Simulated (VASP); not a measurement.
A run of VASP 6.6.1 is set up as follows.

File INCAR:

```
SYSTEM = Mg4O
ALGO = Normal ; EDIFF = 1E-7
ENCUT = 520 ; GGA = PE
ISIF = 2 ; ISMEAR = 0
LASPH = .TRUE. ; LCHARG = .FALSE.
LREAL = .FALSE. ; LWAVE = .FALSE.
NBANDS = 15 ; NELM = 80
PREC = Accurate ; SIGMA = 0.1
```

KPOINTS

```
k-points
0
G
  8 8 8
  0 0 0
```

The input POSCAR:

```
Mg4O
1.0
    4.4272755072      0.0000000000      0.0000000000
    0.0000000000      4.4272755072      0.0000000000
    0.0000000000      0.0000000000      4.4272755072
Mg O
4 1
Direct
    0.0000000000      0.5000000000      0.5000000000
    0.5000000000      0.5000000000      0.0000000000
    0.5000000000      0.0000000000      0.5000000000
    0.0000000000      0.0000000000      0.0000000000
    0.5000000000      0.5000000000      0.5000000000
```

Potentials or basis: VASP PAW PBE potentials, release 64 (Mg, O).

Run with:

```console
$ cat potpaw_PBE.64/Mg/POTCAR potpaw_PBE.64/O/POTCAR > POTCAR
$ mpirun -np 1 vasp_std > vasp.out
```

**Question.** Estimate the pressure.

**Answer.** -0.3 GPa.

**Question.** Estimate the band gap on the k mesh.

**Answer.** Zero (band 7 reaches 4.99 eV, above the bottom of band 8 at 2.33 eV).
